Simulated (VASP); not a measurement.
# Sb3PPb2 (P4/mmm) in VASP: single point with r2SCAN+rVV10

Aim: the single point of Sb3PPb2 with r2SCAN+rVV10.

All numbers are computed with VASP 6.6.1; they aren't measurements. Logs are shortened: lines on timing, memory, paths and dates and some standing lists are left out, and cuts for length are marked.

## 1. The cell of the first run

Symmetry: P4/mmm, No. 123, tetragonal system. The conventional cell has a = 3.812 Å, b = 3.812 Å, c = 11.066 Å, α = 90.00°, β = 90.00°, γ = 90.00°. Sb (site symmetry 4mm) has 1 Sb at 2.76 Å and 4 P at 3.03 Å and 4 Pb at 3.56 Å within 3.6 Å. Within 4.3 Å of Sb (site symmetry 4/mmm) lie 8 Pb at 3.25 Å and 6 Sb at 3.81 to 4.15 Å. P (site symmetry 4/mmm) has 8 Sb at 3.03 Å and 2 Pb at 3.71 Å and 4 P at 3.81 Å within 4.0 Å. Pb (site symmetry 4mm) has 8 Sb at 3.25 to 3.56 Å and 5 Pb at 3.65 to 3.81 Å and 1 P at 3.71 Å within 4.3 Å.

## 2. Single point, r2SCAN+rVV10

File POSCAR:

```
Sb3PPb2
1.0
    3.8118190350      0.0000000000      0.0000000000
    0.0000000000      3.8118190350      0.0000000000
    0.0000000000      0.0000000000     11.0655779269
Sb P Pb
3 1 2
Direct
    0.5000000000      0.5000000000      0.1245614612
    0.5000000000      0.5000000000      0.5000000000
    0.5000000000      0.5000000000      0.8754385388
    0.0000000000      0.0000000000      0.0000000000
    0.0000000000      0.0000000000      0.3351695517
    0.0000000000      0.0000000000      0.6648304483
```

File INCAR.step1:

```
SYSTEM = Sb3PPb2
  ALGO = Normal
  EDIFF = 1E-4
  ENCUT = 520
  GGA = PE
  ISMEAR = -1
  LASPH = .TRUE.
  LCHARG = .FALSE.
  LREAL = .FALSE.
  LWAVE = .TRUE.
  NBANDS = 33
  NELM = 60
  PREC = Accurate
  SIGMA = 0.03
```

File INCAR.step2:

```
SYSTEM = Sb3PPb2
  ALGO = Normal
  BPARAM = 11.95
  CPARAM = 0.0093
  EDIFF = 1E-7
  ENCUT = 520
  ISIF = 2
  ISMEAR = -1
  ISTART = 1
  IVDW_NL = 2
  LASPH = .TRUE.
  LCHARG = .TRUE.
  LELF = .TRUE.
  LMIXTAU = .TRUE.
  LREAL = .FALSE.
  LUSE_VDW = .TRUE.
  LVHAR = .TRUE.
  LWAVE = .FALSE.
  METAGGA = R2SCAN
  NBANDS = 33
  NELM = 60
  PREC = Accurate
  SIGMA = 0.03
```

File KPOINTS:

```
k-points
0
G
  6 6 2
  0 0 0
```

Potentials or basis: VASP PAW PBE potentials, release 64 (Sb, P, Pb_d).

Started as:

```sh
$ cat potpaw_PBE.64/Sb/POTCAR potpaw_PBE.64/P/POTCAR potpaw_PBE.64/Pb_d/POTCAR > POTCAR
$ cp INCAR.step1 INCAR
$ mpirun -np 1 vasp_std > vasp.out
$ cp INCAR.step2 INCAR
$ mpirun -np 1 vasp_std > vasp.out
```

OUTCAR:

```text
SYSTEM = Sb3PPb2
   BPARAM = 11.95
   EDIFF = 1E-7
   ENCUT = 520
   ISIF = 2
   ISMEAR = -1
   ISTART = 1
   IVDW_NL = 2
   LASPH = .TRUE.
   LREAL = .FALSE.
   METAGGA = R2SCAN
   NELM = 60
   PREC = Accurate

 ion  position               nearest neighbor table
   1  0.500  0.500  0.125-   3 2.76   4 3.03   4 3.03   4 3.03   4 3.03   5 3.56   5 3.56   5 3.56
                             5 3.56
   2  0.500  0.500  0.500-   5 3.25   6 3.25   5 3.25   6 3.25   5 3.25   6 3.25   5 3.25   6 3.25

   3  0.500  0.500  0.875-   1 2.76   4 3.03   4 3.03   4 3.03   4 3.03   6 3.56   6 3.56   6 3.56
                             6 3.56
   4  0.000  0.000  0.000-   1 3.03   3 3.03   1 3.03   3 3.03   1 3.03   3 3.03   1 3.03   3 3.03

   5  0.000  0.000  0.335-   2 3.25   2 3.25   2 3.25   2 3.25   1 3.56   1 3.56   1 3.56   1 3.56
                             6 3.65
   6  0.000  0.000  0.665-   2 3.25   2 3.25   2 3.25   2 3.25   3 3.56   3 3.56   3 3.56   3 3.56
                             5 3.65

  LATTYP: Found a simple tetragonal cell.
 ALAT       =     3.8118190350
 C/A-ratio  =     2.9029651789

  Lattice vectors:

 A1 = (   3.8118190350,   0.0000000000,   0.0000000000)
 A2 = (   0.0000000000,   3.8118190350,   0.0000000000)
 A3 = (   0.0000000000,   0.0000000000,  11.0655779269)

Analysis of symmetry for initial positions (statically):
=====================================================================
 Subroutine PRICEL returns:
 Original cell was already a primitive cell.

 Routine SETGRP: Setting up the symmetry group for a
 simple tetragonal supercell.

 Subroutine GETGRP returns: Found 16 space group operations
 (whereof 16 operations were pure point group operations)
 out of a pool of 16 trial point group operations.

The static configuration has the point symmetry D_4h.

Analysis of symmetry for dynamics (positions and initial velocities):
=====================================================================
 Subroutine PRICEL returns:
 Original cell was already a primitive cell.

 Routine SETGRP: Setting up the symmetry group for a
 simple tetragonal supercell.

 Subroutine GETGRP returns: Found 16 space group operations
 (whereof 16 operations were pure point group operations)
 out of a pool of 16 trial point group operations.

The dynamic configuration has the point symmetry D_4h.

 Subroutine INISYM returns: Found 16 space group operations
 (whereof 16 operations are pure point group operations),
[... 100 lines left out ...]
   LREAL  =      F    real-space projection
   EDIFFG = 0.1E-05   stopping-criterion for IOM
   NSW    =      0    number of steps for IOM
   IBRION =     -1    ionic relax: 0-MD 1-quasi-New 2-CG
   NFREE  =      0    steps in history (QN), initial steepest desc. (CG)
   ISIF   =      2    stress and relaxation
   ISYM   =      2    0-nonsym 1-usesym 2-fastsym
   POTIM  = 0.5000    time-step for ionic-motion
   TEBEG  =    0.0;   TEEND  =   0.0 temperature during run
   PSTRESS=    0.0 pullay stress
   NELECT =      48.0000    total number of electrons
   NUPDOWN=      -1.0000    fix difference up-down
   EMIN   =  10.00;   EMAX   =-10.00  energy-range for DOS
   EFERMI =   0.00;   METHOD = LEGACY
   ISMEAR =    -1;   SIGMA  =   0.03  broadening in eV -4-tet -1-fermi 0-gaus
   EFERMI_NEDOS =   21; number of points for ismear=-14 and -15
   IALGO  =     38    algorithm
   IMIX   =      4    mixing-type and parameters
     AMIX     =   0.40;   BMIX     =  1.00
     AMIX_MAG =   1.60;   BMIX_MAG =  1.00
  volume/ion in A,a.u.               =      26.80       180.84
  Fermi-wavevector in a.u.,A,eV,Ry     =   1.094147  2.067638 16.288320  1.197158
  Thomas-Fermi vector in A             =   2.230446
   LORBIT       =      0    0 simple, 1 ext, 2 COOP (PROOUT), +10 PAW based schemes
   METAGGA = R2SCAN    functional components
   LHFCALC =     F    Hartree Fock is set to
   AEXX    =    0.0000 exact exchange contribution
   IVDW_NL    =     2    kernel type
   BPARAM     =11.9500
   IVDW    =     0    specifies the selected vdW correction
   LEPSILON=     F    determine dielectric tensor
   LRPA    =     F    only Hartree local field effects (RPA)
 non-spin polarized calculation
  energy-cutoff  :      520.00
  volume of cell :      160.78
 maximum number of plane-waves:      4356
   NGX = 15   NGY = 15   NGZ = 41

 number of electron      47.9999994 magnetization

 Free energy of the ion-electron system (eV)
  ---------------------------------------------------
  ext. energy  EPLUGINS =         0.00000000
  ---------------------------------------------------
  free energy    TOTEN  =      -195.79870796 eV

  energy without entropy =     -195.79190644  energy(sigma->0) =     -195.79530720

 E-fermi :   7.7125     XC(G=0): -10.7708

 val. band max:        7.6813646275   @ k =   0.3333   0.1667   0.5000
 cond. band min:       7.7193114925   @ k =   0.0000   0.0000   0.5000
 fundamental gap:      0.0379468649
 Fermi energy:         7.7124586152

 k-point     1 :       0.0000    0.0000    0.0000
  band No.  band energies     occupation
      1     -10.1546      2.00000
      2     -10.1491      2.00000
      3     -10.1467      2.00000
      4     -10.0741      2.00000
      5     -10.0741      2.00000
      6     -10.0569      2.00000
[... 709 lines left out ...]
     32      10.6379      0.00000
     33      10.8175      0.00000

------------------------ aborting loop because EDIFF is reached ----------------------------------------

  FORCE on cell =-STRESS in cart. coord.  units (eV):
  Direction    XX          YY          ZZ          XY          YZ          ZX
  --------------------------------------------------------------------------------------
  -------------------------------------------------------------------------------------
  Total        0.1608894      0.1608894      0.3332252      0.0000000      0.0000000      0.0000000
  in kB        1.6032426      1.6032426      3.3205478      0.0000000      0.0000000      0.0000000
  external PRESSURE =       2.1756777 kB  Pullay stress =       0.0000000 kB

 VOLUME and BASIS-vectors are now :
 -----------------------------------------------------------------------------
  energy-cutoff  :      520.00
  volume of cell :      160.78
      direct lattice vectors                 reciprocal lattice vectors
     3.811819035  0.000000000  0.000000000     0.262341940  0.000000000  0.000000000
     0.000000000  3.811819035  0.000000000     0.000000000  0.262341940  0.000000000
     0.000000000  0.000000000 11.065577927     0.000000000  0.000000000  0.090370336

 POSITION                                       TOTAL-FORCE (eV/Angst)
 -----------------------------------------------------------------------------------
      1.90591      1.90591      1.37834         0.000000     -0.000000      0.042980
      1.90591      1.90591      5.53279        -0.000000      0.000000      0.000000
      1.90591      1.90591      9.68723        -0.000000      0.000000     -0.042980
      0.00000      0.00000      0.00000        -0.000000      0.000000      0.000000
      0.00000      0.00000      3.70884         0.000000      0.000000     -0.009528
      0.00000      0.00000      7.35673        -0.000000      0.000000      0.009528
 -----------------------------------------------------------------------------------
    total drift:                               -0.000000     -0.000000      0.000000

  FREE ENERGIE OF THE ION-ELECTRON SYSTEM (eV)
  ---------------------------------------------------
  free  energy   TOTEN  =      -195.7987079623 eV

  energy  without entropy=     -195.7919064447  energy(sigma->0) =     -195.79530720
```

OUTCAR.step1:

```text
SYSTEM = Sb3PPb2
   EDIFF = 1E-4
   ENCUT = 520
   GGA = PE
   ISMEAR = -1
   LASPH = .TRUE.
   LREAL = .FALSE.
   NELM = 60
[... 953 lines left out ...]
      0.00000      0.00000      0.00000         0.000000      0.000000      0.000000
      0.00000      0.00000      3.70884        -0.000000     -0.000000     -0.135894
      0.00000      0.00000      7.35673         0.000000      0.000000      0.135894
 -----------------------------------------------------------------------------------
    total drift:                               -0.000000     -0.000000      0.000000

  FREE ENERGIE OF THE ION-ELECTRON SYSTEM (eV)
  ---------------------------------------------------
  free  energy   TOTEN  =       -23.5586399203 eV

  energy  without entropy=      -23.5496733504  energy(sigma->0) =      -23.55415664
```

OSZICAR.step1:

```text
N       E                     dE             d eps       ncg     rms          rms(c)
DAV:   1     0.443813234602E+03    0.44381E+03   -0.20019E+04  1320   0.140E+03
DAV:   2     0.174350677293E+02   -0.42638E+03   -0.40882E+03  1457   0.366E+02
DAV:   3    -0.220328628578E+02   -0.39468E+02   -0.38039E+02  1692   0.128E+02
DAV:   4    -0.237323823495E+02   -0.16995E+01   -0.16863E+01  1571   0.294E+01
DAV:   5    -0.238141953947E+02   -0.81813E-01   -0.81768E-01  1891   0.670E+00    0.468E+00
DAV:   6    -0.235659897436E+02    0.24821E+00   -0.49429E-01  1738   0.414E+00    0.278E+00
DAV:   7    -0.235613437723E+02    0.46460E-02   -0.15334E-01  1668   0.181E+00    0.125E+00
DAV:   8    -0.235588776673E+02    0.24661E-02   -0.18103E-02  1585   0.611E-01    0.264E-01
DAV:   9    -0.235585981477E+02    0.27952E-03   -0.17736E-03  1508   0.282E-01    0.149E-01
DAV:  10    -0.235586399203E+02   -0.41773E-04   -0.52537E-04  1438   0.168E-01
   1 F= -.23558640E+02 E0= -.23554157E+02  d E =-.896657E-02
```

Wall time 7.6 min (1 thread of Oxide Virtual Turin-like, shared host); peak memory 0.53 GiB.

What came out:

```yaml
Free_energy: -195.7987 eV
Pressure: 0.2 GPa
Largest_force: 0.043 eV/Å
Band_gap_on_the_k_mesh: zero (bands 24 and 25 overlap by 2.38 eV)
```

Forces in eV/Å, atoms in the order of the input:
```
Sb   0.000  0.000  0.043
Sb   0.000  0.000  0.000
Sb   0.000  0.000 -0.043
P    0.000  0.000  0.000
Pb   0.000  0.000 -0.010
Pb   0.000  0.000  0.010
```

Stress tensor (GPa, compression positive):
```
0.16 0.00 0.00
0.00 0.16 0.00
0.00 0.00 0.33
```

Caveat: the PAW data sets were made with another functional, which shifts forces and pressure a little; spin-orbit coupling is left out, which moves the levels of the heavy elements.

The gap in the log of VASP goes by the Fermi energy; the results here count the filled bands.